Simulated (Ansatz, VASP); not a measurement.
**Ce: VASP beside Ansatz**

```
CELL_PARAMETERS angstrom
0.00000 2.29969 2.29969
2.29969 0.00000 2.29969
2.29969 2.29969 0.00000
ATOMIC_POSITIONS crystal
Ce 0.00000 0.00000 0.00000
```

Alike in both runs: task single point; functional r2SCAN; k mesh 16 × 16 × 16; occupations gaussian, width 0.05 eV; no spin polarisation.

```csv
,VASP,Ansatz
version,VASP 6.6.1,Ansatz 0.2.0
potentials or method,"VASP PAW PBE potentials, release 64 (Ce), cutoff 520 eV","scalar-relativistic, plane waves, PAW"
valence electrons in the cell,12,12
```

Ansatz gave:

```
gap on the k mesh at the Fermi level (eV) : none
pressure (GPa)                            : 2.0
```

Which values does VASP return?

gap on the k mesh at the Fermi level (eV): none; pressure (GPa): 1.8.

VASP's potentials were made for PBE, not for r2SCAN. A gap of «none» marks a metal or a gap that the smearing closes.

Neither program's run includes spin-orbit coupling.
